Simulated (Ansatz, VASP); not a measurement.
## SnSe in VASP and in Ansatz

```xyz
4
Lattice="4.6165 0.0000 0.0000 -2.3082 3.9980 0.0000 0.0000 0.0000 5.5475" Properties=species:S:1:pos:R:3 pbc="T T T"
Sn    0.0000    2.6653   -0.3439
Sn    2.3082    1.3327    2.4298
Se    0.0000    2.6653    2.4298
Se    2.3082    1.3327    5.2035
```

Alike in both runs: task single point; functional PBE; k mesh 9 × 9 × 5; occupations fermi-dirac, width 0.08 eV; no spin polarisation.

|  | VASP | Ansatz |
| --- | --- | --- |
| version | VASP 6.6.1 | Ansatz 0.2.0 |
| potentials or method | VASP PAW PBE potentials, release 64 (Sn_d, Se), cutoff 520 eV | all-electron LAPW, scalar-relativistic |

VASP gave:

- pressure (GPa): 20.1

Q: What did Ansatz give for the same quantities?

A: Pressure (GPa): 20.0.

Ansatz ran all-electron here, and VASP with PAW potentials. Ansatz's warnings: structure snapped to symmetry.
